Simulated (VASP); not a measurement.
# Si2Ni (Fm-3m) in VASP: further runs

The runs below take Si2Ni through single point, with PBE, PBEsol.

All numbers are computed with VASP 6.6.1; they aren't measurements. Logs are shortened: lines on timing, memory, paths and dates and some standing lists are left out, and cuts for length are marked.

## Step 1: The cell of the first run

The structure is cubic, space group Fm-3m (No. 225). The conventional cell has a = 5.296 Å, b = 5.296 Å, c = 5.296 Å, α = 90.00°, β = 90.00°, γ = 90.00°. Si (site symmetry -43m) has 4 Ni at 2.29 Å and 6 Si at 2.65 Å within 3.0 Å. Within 3.0 Å of Ni (site symmetry m-3m) lie 8 Si at 2.29 Å.

## Step 2: Single point, PBE, collinear spin, zero start

Input file INCAR:

```
PREC     = Accurate       # precision mode
ENCUT    = 520            # plane-wave cutoff, eV
EDIFF    = 1E-7           # SCF threshold, eV
ISMEAR   = 0              # smearing method
SIGMA    = 0.05           # smearing width, eV
LREAL    = False          # projectors in reciprocal space
LASPH    = True           # aspherical terms in the spheres
NELM     = 150            # most SCF steps
ALGO     = Normal         # electronic algorithm
ISIF     = 2              # what is computed and relaxed
LWAVE    = False          # write WAVECAR
LCHARG   = True           # write CHGCAR
ISPIN    = 2              # spin polarisation
MAGMOM   = 0 0 0          # initial moments
LORBIT   = 11             # projections on sites
LMAXMIX  = 4              # l up to which the mixer works
GGA      = PE             # functional
LELF     = True           # ELF
LVHAR    = True         
NBANDS   = 20             # bands
```

Input file KPOINTS:

```
Automatic mesh
0
Gamma
  12 12 12
```

Input file POSCAR:

```
Si2Ni
1.0
    0.0000000000      2.6478212519      2.6478212519
    2.6478212519      0.0000000000      2.6478212519
    2.6478212519      2.6478212519      0.0000000000
Si Ni
2 1
Direct
    0.2500000000      0.2500000000      0.2500000000
    0.7500000000      0.7500000000      0.7500000000
    0.0000000000      0.0000000000      0.0000000000
```

Potentials or basis: VASP PAW PBE potentials, release 64 (Si, Ni).

Launch:

```console
$ cat potpaw_PBE.64/Si/POTCAR potpaw_PBE.64/Ni/POTCAR > POTCAR
$ mpirun -np 1 vasp_std > vasp.out
```

OUTCAR:

```text
PREC = Accurate
   ENCUT = 520
   EDIFF = 1E-7
   ISMEAR = 0
   LREAL = False
   LASPH = True
   NELM = 150
   ISIF = 2
   ISPIN = 2
   LORBIT = 11
   GGA = PE

 ion  position               nearest neighbor table
   1  0.250  0.250  0.250-   3 2.29   3 2.29   3 2.29   3 2.29   2 2.65   2 2.65   2 2.65   2 2.65
                             2 2.65   2 2.65
   2  0.750  0.750  0.750-   3 2.29   3 2.29   3 2.29   3 2.29   1 2.65   1 2.65   1 2.65   1 2.65
                             1 2.65   1 2.65
   3  0.000  0.000  0.000-   2 2.29   2 2.29   2 2.29   1 2.29   2 2.29   1 2.29   1 2.29   1 2.29

  LATTYP: Found a face centered cubic cell.
 ALAT       =     5.2956425038

  Lattice vectors:

 A1 = (   0.0000000000,   2.6478212519,   2.6478212519)
 A2 = (   2.6478212519,   0.0000000000,   2.6478212519)
 A3 = (   2.6478212519,   2.6478212519,   0.0000000000)

Analysis of symmetry for initial positions (statically):
=====================================================================
 Subroutine PRICEL returns:
 Original cell was already a primitive cell.

 Routine SETGRP: Setting up the symmetry group for a
 face centered cubic supercell.

 Subroutine GETGRP returns: Found 48 space group operations
 (whereof 48 operations were pure point group operations)
 out of a pool of 48 trial point group operations.

The static configuration has the point symmetry O_h .

Analysis of symmetry for dynamics (positions and initial velocities):
=====================================================================
 Subroutine PRICEL returns:
 Original cell was already a primitive cell.

 Routine SETGRP: Setting up the symmetry group for a
 face centered cubic supercell.

 Subroutine GETGRP returns: Found 48 space group operations
 (whereof 48 operations were pure point group operations)
 out of a pool of 48 trial point group operations.

The dynamic configuration has the point symmetry O_h .

Analysis of structural, dynamic, and magnetic symmetry:
=====================================================================
 Subroutine PRICEL returns:
 Original cell was already a primitive cell.

 Routine SETGRP: Setting up the symmetry group for a
 face centered cubic supercell.

 Subroutine GETGRP returns: Found 48 space group operations
 (whereof 48 operations were pure point group operations)
 out of a pool of 48 trial point group operations.

The overall configuration has the point symmetry O_h .

 Subroutine INISYM returns: Found 48 space group operations
 (whereof 48 operations are pure point group operations),
[... 118 lines left out ...]
     AMIX_MAG =   1.60;   BMIX_MAG =  1.00
  volume/ion in A,a.u.               =      12.38        83.52
  Fermi-wavevector in a.u.,A,eV,Ry     =   1.286077  2.430333 22.503959  1.653994
  Thomas-Fermi vector in A             =   2.418173
   LORBIT       =     11    0 simple, 1 ext, 2 COOP (PROOUT), +10 PAW based schemes
   GGA     = PE    functional components
   LHFCALC =     F    Hartree Fock is set to
   AEXX    =    0.0000 exact exchange contribution
   IVDW    =     0    specifies the selected vdW correction
   LEPSILON=     F    determine dielectric tensor
   LRPA    =     F    only Hartree local field effects (RPA)
 spin polarized calculation
 Gauss-broadening in eV      SIGMA  =   0.05
  energy-cutoff  :      520.00
  volume of cell :       37.13
 maximum number of plane-waves:      1018
   NGX = 13   NGY = 13   NGZ = 13

 number of electron      17.9999994 magnetization       0.0000005

 number of electron      17.9999994 magnetization      -0.0000000

 Free energy of the ion-electron system (eV)
  ---------------------------------------------------
  ext. energy  EPLUGINS =         0.00000000
  ---------------------------------------------------
  free energy    TOTEN  =       -17.23393083 eV

  energy without entropy =      -17.23294790  energy(sigma->0) =      -17.23343936

 E-fermi :  11.4352     XC(G=0): -11.8735

 val. band max:       11.4306907306   @ k =  -0.4167   0.4167   0.0000
 cond. band min:      11.4364330277   @ k =   0.0833   0.0833   0.0000
 fundamental gap:      0.0057422971
 Fermi energy:        11.4351812504

 spin component 1

 k-point     1 :       0.0000    0.0000    0.0000
  band No.  band energies     occupation
      1      -3.0614      1.00000
      2       5.7683      1.00000
      3       5.7683      1.00000
      4       5.7683      1.00000
      5       7.5206      1.00000
      6       7.5206      1.00000
[... 541 lines left out ...]
     19      25.2766      0.00000
     20      25.7909      0.00000

 [... further k-points ...]

 spin component 2

 k-point     1 :       0.0000    0.0000    0.0000
  band No.  band energies     occupation
      1      -3.0614      1.00000
      2       5.7683      1.00000
      3       5.7683      1.00000
      4       5.7683      1.00000
      5       7.5206      1.00000
      6       7.5206      1.00000
[... 541 lines left out ...]
     19      25.2766      0.00000
     20      25.7909      0.00000

 [... further k-points ...]
[... 5 lines left out ...]
  --------------------------------------------------------------------------------------
  -------------------------------------------------------------------------------------
  Total        3.3160976      3.3160976      3.3160976      0.0000000      0.0000000     -0.0000000
  in kB      143.1007471    143.1007471    143.1007471      0.0000000      0.0000000     -0.0000000
  external PRESSURE =     143.1007471 kB  Pullay stress =       0.0000000 kB

 VOLUME and BASIS-vectors are now :
 -----------------------------------------------------------------------------
  energy-cutoff  :      520.00
  volume of cell :       37.13
      direct lattice vectors                 reciprocal lattice vectors
     0.000000000  2.647821252  2.647821252    -0.188834499  0.188834499  0.188834499
     2.647821252  0.000000000  2.647821252     0.188834499 -0.188834499  0.188834499
     2.647821252  2.647821252  0.000000000     0.188834499  0.188834499 -0.188834499

 POSITION                                       TOTAL-FORCE (eV/Angst)
 -----------------------------------------------------------------------------------
      1.32391      1.32391      1.32391        -0.000000     -0.000000     -0.000000
      3.97173      3.97173      3.97173         0.000000      0.000000     -0.000000
      0.00000      0.00000      0.00000         0.000000      0.000000      0.000000
 -----------------------------------------------------------------------------------
    total drift:                               -0.000000     -0.000000      0.000000

  FREE ENERGIE OF THE ION-ELECTRON SYSTEM (eV)
  ---------------------------------------------------
  free  energy   TOTEN  =       -17.2339308305 eV

  energy  without entropy=      -17.2329478956  energy(sigma->0) =      -17.23343936

 total charge

# of ion       s       p       d       tot
------------------------------------------
    1        0.730   0.890   0.000   1.620
    2        0.730   0.890   0.000   1.620
    3        0.593   0.898   8.486   9.976
--------------------------------------------------
tot          2.053   2.679   8.486  13.217

 magnetization (x)

# of ion       s       p       d       tot
------------------------------------------
    1       -0.000   0.000   0.000  -0.000
    2       -0.000   0.000   0.000  -0.000
    3       -0.000  -0.000  -0.000  -0.000
--------------------------------------------------
tot         -0.000   0.000  -0.000  -0.000
```

OSZICAR:

```text
N       E                     dE             d eps       ncg     rms          rms(c)
DAV:   1     0.761881742465E+02    0.76188E+02   -0.74684E+03  5816   0.932E+02
DAV:   2    -0.141329214044E+02   -0.90321E+02   -0.80430E+02  6044   0.204E+02
DAV:   3    -0.192653181667E+02   -0.51324E+01   -0.50083E+01  6872   0.499E+01
DAV:   4    -0.193463119430E+02   -0.80994E-01   -0.80832E-01  6752   0.566E+00
DAV:   5    -0.193479046772E+02   -0.15927E-02   -0.15925E-02  6864   0.872E-01    0.171E+01
DAV:   6    -0.235502430939E+02   -0.42023E+01   -0.29702E+01  6496   0.119E+02    0.237E+01
DAV:   7    -0.173481373737E+02    0.62021E+01   -0.87680E+00  7268   0.736E+01    0.347E+00
DAV:   8    -0.172838129393E+02    0.64324E-01   -0.96676E-01  7704   0.144E+01    0.274E+00
DAV:   9    -0.172342013211E+02    0.49612E-01   -0.18272E-01  7112   0.720E+00    0.590E-01
DAV:  10    -0.172338052673E+02    0.39605E-03   -0.59121E-03  8068   0.922E-01    0.322E-01
DAV:  11    -0.172339109919E+02   -0.10572E-03   -0.62069E-04  6640   0.237E-01    0.307E-02
DAV:  12    -0.172339271890E+02   -0.16197E-04   -0.43429E-05  7228   0.416E-02    0.193E-02
DAV:  13    -0.172339299850E+02   -0.27960E-05   -0.26477E-06  6572   0.189E-02    0.982E-03
DAV:  14    -0.172339305090E+02   -0.52400E-06   -0.31188E-06  6540   0.192E-02    0.390E-03
DAV:  15    -0.172339306770E+02   -0.16803E-06   -0.20162E-07  6276   0.437E-03    0.153E-03
DAV:  16    -0.172339307923E+02   -0.11529E-06   -0.24137E-08  3860   0.316E-03    0.232E-04
DAV:  17    -0.172339308305E+02   -0.38174E-07   -0.97199E-09  3436   0.715E-04
   1 F= -.17233931E+02 E0= -.17233439E+02  d E =-.982935E-03  mag=    -0.0000
```

stdout:

```text
POSCAR found type information on POSCAR SiNi
 POSCAR found :  2 types and       3 ions
 scaLAPACK will be used
 LDA part: xc-table for (Slater+PW92), standard interpolation
 POSCAR, INCAR and KPOINTS ok, starting setup
 FFT: planning ... GRIDC
 FFT: planning ... GRID_SOFT
 FFT: planning ... GRID
 WAVECAR not read
 entering main loop
```

Wall time 48 s (1 thread of Intel Xeon 6975P-C (Granite Rapids), shared host); peak memory 0.21 GiB.

What came out:

* Free energy: -17.2339 eV
* Pressure: 14.3 GPa
* Band gap on the k mesh: zero (filled and empty bands overlap)
* Net moment: 0.00 μB per cell
* Valence electrons inside the program's atomic spheres: Si 1.62; Ni 9.98

## Step 3: Single point, PBEsol, collinear spin, zero start

This run uses another cell than the first one, of 13.17 Å³/atom, 1.064 times its volume.

Input file INCAR:

```
SYSTEM = Si2Ni
PREC = Accurate
ENCUT = 520
EDIFF = 1E-6
ISMEAR = 0
SIGMA = 0.05
LREAL = .FALSE.
LASPH = .TRUE.
NELM = 150
ALGO = Normal
ISIF = 2
LWAVE = .FALSE.
LCHARG = .FALSE.
ISPIN = 2
MAGMOM = 0 0 0
LORBIT = 11
LMAXMIX = 4
GGA = PS
NBANDS = 20
```

Input file KPOINTS:

```
regular mesh
0
G
  12 12 12
  0 0 0
```

Input file POSCAR:

```
Si2Ni
1.0
    0.0000000000      2.7030000000      2.7030000000
    2.7030000000      0.0000000000      2.7030000000
    2.7030000000      2.7030000000      0.0000000000
Si Ni
2 1
Direct
    0.2500000000      0.2500000000      0.2500000000
    0.7500000000      0.7500000000      0.7500000000
    0.0000000000      0.0000000000      0.0000000000
```

Potentials or basis: VASP PAW PBE potentials, release 64 (Si, Ni).

Launch:

```console
$ cat potpaw_PBE.64/Si/POTCAR potpaw_PBE.64/Ni/POTCAR > POTCAR
$ mpirun -np 1 vasp_std > vasp.out
```

Wall time 42 s (1 thread of Intel Xeon 6975P-C (Granite Rapids), shared host); peak memory 0.22 GiB.

The run converged. Its results:

```yaml
Free_energy: -18.9785 eV
Pressure: -1.5 GPa
Band_gap_on_the_k_mesh: zero (filled and empty bands overlap)
Net_moment: 0.00 μB per cell
Valence_electrons_inside_the_program's_atomic_spheres: Si 1.58; Ni 9.83
```

Levels at points of the mesh, in eV from the Fermi level:
Spin up:
```tsv
k point	band 5	band 6	band 7	band 8	band 9	band 10	band 11	band 12	band 13	band 14
(0.00, 0.00, 0.00)	-3.50	-3.50	-0.26	1.73	1.73	1.73	2.27	2.27	2.27	4.72
(0.50, 0.00, 0.00)	-3.72	-3.32	-3.32	-1.43	-1.43	1.76	1.82	1.82	2.62	9.20
(0.50, 0.50, 0.00)	-4.51	-3.61	-3.61	-3.44	-3.10	-0.41	1.36	7.78	8.33	8.33
```
Spin down:
```tsv
k point	band 6	band 7	band 8	band 9	band 10	band 11	band 12	band 13
(0.00, 0.00, 0.00)	-3.50	-0.26	1.73	1.73	1.73	2.27	2.27	2.27
(0.50, 0.00, 0.00)	-3.32	-3.32	-1.43	-1.43	1.76	1.82	1.82	2.62
(0.50, 0.50, 0.00)	-3.61	-3.61	-3.44	-3.10	-0.41	1.36	7.78	8.33
```

Caveat: the PAW data sets were made with another functional, which shifts forces and pressure a little.

(Continued in part 2 of 2.)
